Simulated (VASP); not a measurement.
# ZnCl3 (P6_3/mmc) in VASP: single point with PBE

Aim: the single point of ZnCl3 with PBE.

All numbers are computed with VASP 6.6.1; they aren't measurements. Logs are shortened: lines on timing, memory, paths and dates and some standing lists are left out, and cuts for length are marked.

### Step 1. The cell of the first run

It takes space group P6_3/mmc (No. 194, hexagonal). The conventional cell has a = 10.786 Å, b = 10.786 Å, c = 2.953 Å, α = 90.00°, β = 90.00°, γ = 120.00°. Within 3.2 Å of Zn (site symmetry -6m2) lie 6 Cl at 2.46 Å and 2 Zn at 2.95 Å. Within 3.2 Å of Cl (site symmetry mm2) lie 2 Zn at 2.46 Å and 2 Cl at 2.95 Å.

The cell was generated, and may not be a known phase.

### Step 2. Single point, PBE

File INCAR:

```
PREC     = Accurate       # precision mode
ENCUT    = 520            # plane-wave cutoff, eV
EDIFF    = 1E-7           # SCF threshold, eV
ISMEAR   = 0              # smearing method
SIGMA    = 0.1            # smearing width, eV
LREAL    = F              # projectors in reciprocal space
LASPH    = T              # aspherical terms in the spheres
NELM     = 80             # most SCF steps
ALGO     = Normal         # electronic algorithm
ISIF     = 2              # what is computed and relaxed
LWAVE    = F              # write WAVECAR
LCHARG   = F              # write CHGCAR
GGA      = PE             # functional
NBANDS   = 43             # bands
```

File KPOINTS:

```
regular mesh
0
Gamma
  6 6 14
```

File POSCAR:

```
ZnCl3
1.0
   10.7864305496      0.0000000000      0.0000000000
   -5.3932152748      9.3413228721      0.0000000000
    0.0000000000      0.0000000000      2.9534376172
Zn Cl
2 6
Direct
    0.6666666667      0.3333333333      0.2500000000
    0.3333333333      0.6666666667      0.7500000000
    0.2281872970      0.4563745941      0.2500000000
    0.2281872970      0.7718127030      0.2500000000
    0.5436254059      0.7718127030      0.2500000000
    0.4563745941      0.2281872970      0.7500000000
    0.7718127030      0.2281872970      0.7500000000
    0.7718127030      0.5436254059      0.7500000000
```

Potentials or basis: VASP PAW PBE potentials, release 64 (Zn, Cl).

The run is started by

```sh
cat potpaw_PBE.64/Zn/POTCAR potpaw_PBE.64/Cl/POTCAR > POTCAR
mpirun -np 1 vasp_std > vasp.out
```

OUTCAR:

```text
PREC = Accurate
   ENCUT = 520
   EDIFF = 1E-7
   ISMEAR = 0
   LREAL = F
   LASPH = T
   NELM = 80
   ISIF = 2
   GGA = PE

 ion  position               nearest neighbor table
   1  0.667  0.333  0.250-   8 2.46   8 2.46   7 2.46   7 2.46   6 2.46   6 2.46
   2  0.333  0.667  0.750-   3 2.46   3 2.46   4 2.46   4 2.46   5 2.46   5 2.46
   3  0.228  0.456  0.250-   2 2.46   2 2.46
   4  0.228  0.772  0.250-   2 2.46   2 2.46
   5  0.544  0.772  0.250-   2 2.46   2 2.46
   6  0.456  0.228  0.750-   1 2.46   1 2.46
   7  0.772  0.228  0.750-   1 2.46   1 2.46
   8  0.772  0.544  0.750-   1 2.46   1 2.46

  LATTYP: Found a hexagonal cell.
 ALAT       =    10.7864305496
 C/A-ratio  =     0.2738104699

  Lattice vectors:

 A1 = (  10.7864305496,   0.0000000000,   0.0000000000)
 A2 = (  -5.3932152748,   9.3413228721,   0.0000000000)
 A3 = (   0.0000000000,   0.0000000000,   2.9534376172)

Analysis of symmetry for initial positions (statically):
=====================================================================
 Subroutine PRICEL returns:
 Original cell was already a primitive cell.

 Routine SETGRP: Setting up the symmetry group for a
 hexagonal supercell.

 Subroutine GETGRP returns: Found 24 space group operations
 (whereof 12 operations were pure point group operations)
 out of a pool of 24 trial point group operations.

The static configuration has the point symmetry D_3d.
 The point group associated with its full space group is D_6h.

Analysis of symmetry for dynamics (positions and initial velocities):
=====================================================================
 Subroutine PRICEL returns:
 Original cell was already a primitive cell.

 Routine SETGRP: Setting up the symmetry group for a
 hexagonal supercell.

 Subroutine GETGRP returns: Found 24 space group operations
 (whereof 12 operations were pure point group operations)
 out of a pool of 24 trial point group operations.

The dynamic configuration has the point symmetry D_3d.
 The point group associated with its full space group is D_6h.

 Subroutine INISYM returns: Found 24 space group operations
 (whereof 12 operations are pure point group operations),
 and found     1 'primitive' translations

----------------------------------------------------------------------------------------

                                     Primitive cell

  volume of cell :     297.5870

  direct lattice vectors                    reciprocal lattice vectors
    10.786430550  0.000000000  0.000000000     0.092709075  0.053525609  0.000000000
    -5.393215275  9.341322872  0.000000000     0.000000000  0.107051219  0.000000000
     0.000000000  0.000000000  2.953437617     0.000000000  0.000000000  0.338588496

  length of vectors
    10.786430550 10.786430550  2.953437617     0.107051219  0.107051219  0.338588496

  position of ions in fractional coordinates (direct lattice)
     0.666666667  0.333333333  0.250000000
     0.333333333  0.666666667  0.750000000
     0.228187297  0.456374594  0.250000000
     0.228187297  0.771812703  0.250000000
     0.543625406  0.771812703  0.250000000
     0.456374594  0.228187297  0.750000000
     0.771812703  0.228187297  0.750000000
     0.771812703  0.543625406  0.750000000

  ion indices of the primitive-cell ions
   primitive index   ion index
                 1           1
                 2           2
                 3           3
                 4           4
                 5           5
                 6           6
                 7           7
                 8           8

----------------------------------------------------------------------------------------

 KPOINTS: regular mesh

Automatic generation of k-mesh.
 Grid dimensions read from file:
 generate k-points for:    6    6   14

 Generating k-lattice:

  Cartesian coordinates                     Fractional coordinates (reciprocal lattice)
     0.015451513  0.008920935  0.000000000     0.166666667  0.000000000  0.000000000
     0.000000000  0.017841870  0.000000000     0.000000000  0.166666667  0.000000000
     0.000000000  0.000000000  0.024184893     0.000000000  0.000000000  0.071428571

  Length of vectors
     0.017841870  0.017841870  0.024184893

  Shift w.r.t. Gamma in fractional coordinates (k-lattice)
     0.000000000  0.000000000  0.000000000

 Subroutine IBZKPT returns following result:
 ===========================================

 Found     56 irreducible k-points:

 Following reciprocal coordinates:
            Coordinates               Weight
  0.000000  0.000000  0.000000      1.000000
  0.166667  0.000000  0.000000      6.000000
  0.333333  0.000000  0.000000      6.000000
  0.500000 -0.000000  0.000000      3.000000
  0.166667  0.166667  0.000000      6.000000
  0.333333  0.166667  0.000000     12.000000
[... 16 lines left out ...]
  0.166667  0.000000  0.214286     12.000000
  0.333333  0.000000  0.214286     12.000000
 [... further k-points ...]
   k-points           NKPTS =     56   k-points in BZ     NKDIM =     56   number of bands    NBANDS=     43
   number of dos      NEDOS =    301   number of ions     NIONS =      8
   total plane-waves  NPLWV = 153600
   dimension x,y,z NGX =    80 NGY =   80 NGZ =   24
   dimension x,y,z NGXF=   160 NGYF=  160 NGZF=   48
   ions per type =               2   6
   NGX,Y,Z   is equivalent  to a cutoff of  12.33, 12.33, 13.51 a.u.
   NGXF,Y,Z  is equivalent  to a cutoff of  24.66, 24.66, 27.02 a.u.
 SYSTEM =  unknown system
   PREC   = accura    normal or accurate (medium, high low for compatibility)
   ISTART =      0    job   : 0-new  1-cont  2-samecut
   ICHARG =      2    charge: 1-file 2-atom 10-const
   ISPIN  =      1    spin polarized calculation?
   LNONCOLLINEAR =      F non collinear calculations
   LSORBIT =      F    spin-orbit coupling
   LASPH  =      T    aspherical Exc in radial PAW
   ENCUT  =  520.0 eV  38.22 Ry    6.18 a.u.  20.06 20.06  5.49*2*pi/ulx,y,z
   NELM   =     80;   NELMIN=  2; NELMDL= -5     # of ELM steps
   EDIFF  = 0.1E-06   stopping-criterion for ELM
   LREAL  =      F    real-space projection
   EDIFFG = 0.1E-05   stopping-criterion for IOM
   NSW    =      0    number of steps for IOM
   IBRION =     -1    ionic relax: 0-MD 1-quasi-New 2-CG
   NFREE  =      0    steps in history (QN), initial steepest desc. (CG)
   ISIF   =      2    stress and relaxation
   ISYM   =      2    0-nonsym 1-usesym 2-fastsym
   POTIM  = 0.5000    time-step for ionic-motion
   TEBEG  =    0.0;   TEEND  =   0.0 temperature during run
   PSTRESS=    0.0 pullay stress
   NELECT =      66.0000    total number of electrons
   NUPDOWN=      -1.0000    fix difference up-down
   EMIN   =  10.00;   EMAX   =-10.00  energy-range for DOS
   EFERMI =   0.00;   METHOD = LEGACY
   ISMEAR =     0;   SIGMA  =   0.10  broadening in eV -4-tet -1-fermi 0-gaus
   EFERMI_NEDOS =   21; number of points for ismear=-14 and -15
   IALGO  =     38    algorithm
   IMIX   =      4    mixing-type and parameters
     AMIX     =   0.40;   BMIX     =  1.00
     AMIX_MAG =   1.60;   BMIX_MAG =  1.00
  volume/ion in A,a.u.               =      37.20       251.03
  Fermi-wavevector in a.u.,A,eV,Ry     =   0.990949  1.872623 13.360660  0.981981
  Thomas-Fermi vector in A             =   2.122656
   LORBIT       =      0    0 simple, 1 ext, 2 COOP (PROOUT), +10 PAW based schemes
   GGA     = PE    functional components
   LHFCALC =     F    Hartree Fock is set to
   AEXX    =    0.0000 exact exchange contribution
   IVDW    =     0    specifies the selected vdW correction
   LEPSILON=     F    determine dielectric tensor
   LRPA    =     F    only Hartree local field effects (RPA)
 non-spin polarized calculation
 Gauss-broadening in eV      SIGMA  =   0.10
  energy-cutoff  :      520.00
  volume of cell :      297.59
 maximum number of plane-waves:      8079
   NGX = 41   NGY = 41   NGZ = 11

 number of electron      65.9999990 magnetization

 Free energy of the ion-electron system (eV)
  ---------------------------------------------------
  ext. energy  EPLUGINS =         0.00000000
  ---------------------------------------------------
  free energy    TOTEN  =       -17.58120233 eV

  energy without entropy =      -17.57944205  energy(sigma->0) =      -17.58032219

 E-fermi :  -2.7519     XC(G=0):  -6.3150

 val. band max:       -2.9190235260   @ k =   0.0000   0.0000   0.0714
 cond. band min:      -2.6091566277   @ k =   0.0000   0.0000   0.0000
 fundamental gap:      0.3098668983
 Fermi energy:        -2.7518537851

 k-point     1 :       0.0000    0.0000    0.0000
  band No.  band energies     occupation
      1     -17.2514      2.00000
      2     -17.2221      2.00000
      3     -16.7451      2.00000
      4     -16.7450      2.00000
      5     -16.7319      2.00000
      6     -16.7319      2.00000
[... 35 lines left out ...]
     42       5.3391      0.00000
     43       6.4701      0.00000

 k-point     2 :       0.1667    0.0000    0.0000
  band No.  band energies     occupation
      1     -17.2498      2.00000
      2     -17.2239      2.00000
      3     -16.7469      2.00000
      4     -16.7455      2.00000
      5     -16.7314      2.00000
      6     -16.7299      2.00000
[... 35 lines left out ...]
     42       5.3743      0.00000
     43       6.3133      0.00000

 k-point     3 :       0.3333    0.0000    0.0000
  band No.  band energies     occupation
      1     -17.2454      2.00000
      2     -17.2284      2.00000
      3     -16.7498      2.00000
      4     -16.7463      2.00000
      5     -16.7306      2.00000
      6     -16.7269      2.00000
[... 919 lines left out ...]
      6     -16.4152      2.00000
[... 35 lines left out ...]
     42       5.6745      0.00000
     43       6.2294      0.00000

 k-point    24 :       0.3333    0.0000    0.2143
  band No.  band energies     occupation
      1     -16.8684      2.00000
      2     -16.8537      2.00000
      3     -16.4320      2.00000
      4     -16.4291      2.00000
      5     -16.4158      2.00000
      6     -16.4127      2.00000
[... 35 lines left out ...]
     42       5.8594      0.00000
     43       6.0190      0.00000

 [... further k-points ...]

------------------------ aborting loop because EDIFF is reached ----------------------------------------

  FORCE on cell =-STRESS in cart. coord.  units (eV):
  Direction    XX          YY          ZZ          XY          YZ          ZX
  --------------------------------------------------------------------------------------
  -------------------------------------------------------------------------------------
  Total        0.0077045      0.0077045      0.0379599      0.0000000      0.0000000      0.0000000
  in kB        0.0414801      0.0414801      0.2043721      0.0000000      0.0000000      0.0000000
  external PRESSURE =       0.0957775 kB  Pullay stress =       0.0000000 kB

 VOLUME and BASIS-vectors are now :
 -----------------------------------------------------------------------------
  energy-cutoff  :      520.00
  volume of cell :      297.59
      direct lattice vectors                 reciprocal lattice vectors
    10.786430550  0.000000000  0.000000000     0.092709075  0.053525609  0.000000000
    -5.393215275  9.341322872  0.000000000     0.000000000  0.107051219  0.000000000
     0.000000000  0.000000000  2.953437617     0.000000000  0.000000000  0.338588496

 POSITION                                       TOTAL-FORCE (eV/Angst)
 -----------------------------------------------------------------------------------
      5.39322      3.11377      0.73836         0.000000     -0.000000      0.000000
     -0.00000      6.22755      2.21508         0.000000     -0.000000      0.000000
     -0.00000      4.26314      0.73836         0.000000     -0.012719     -0.000000
     -1.70123      7.20975      0.73836        -0.011015      0.006359      0.000000
      1.70123      7.20975      0.73836         0.011015      0.006359     -0.000000
      3.69199      2.13157      2.21508        -0.011015     -0.006359      0.000000
      7.09444      2.13157      2.21508         0.011015     -0.006359     -0.000000
      5.39322      5.07818      2.21508         0.000000      0.012719      0.000000
 -----------------------------------------------------------------------------------
    total drift:                               -0.000000      0.000000     -0.000000

  FREE ENERGIE OF THE ION-ELECTRON SYSTEM (eV)
  ---------------------------------------------------
  free  energy   TOTEN  =       -17.5812023273 eV

  energy  without entropy=      -17.5794420479  energy(sigma->0) =      -17.58032219
```

Run time: 10 min. Hardware: 1 thread of Intel Xeon Platinum 8488C (Sapphire Rapids), shared host; peak memory 0.75 GiB.

Results:

```
Free energy            : -17.5812 eV
Pressure               : 0.0 GPa
Largest force          : 0.013 eV/Å
Band gap on the k mesh : zero (bands 33 and 34 overlap by 1.48 eV)
```

Forces in eV/Å, atoms in the order of the input:
```
Zn   0.000  0.000  0.000
Zn   0.000  0.000  0.000
Cl   0.000 -0.013  0.000
Cl  -0.011  0.006  0.000
Cl   0.011  0.006  0.000
Cl  -0.011 -0.006  0.000
Cl   0.011 -0.006  0.000
Cl   0.000  0.013  0.000
```

Caveat: this functional lacks dispersion, which binds layers or chains, so the pressure and a relaxed spacing across them are unreliable.

The gap in the log of VASP goes by the Fermi energy; the results here count the filled bands.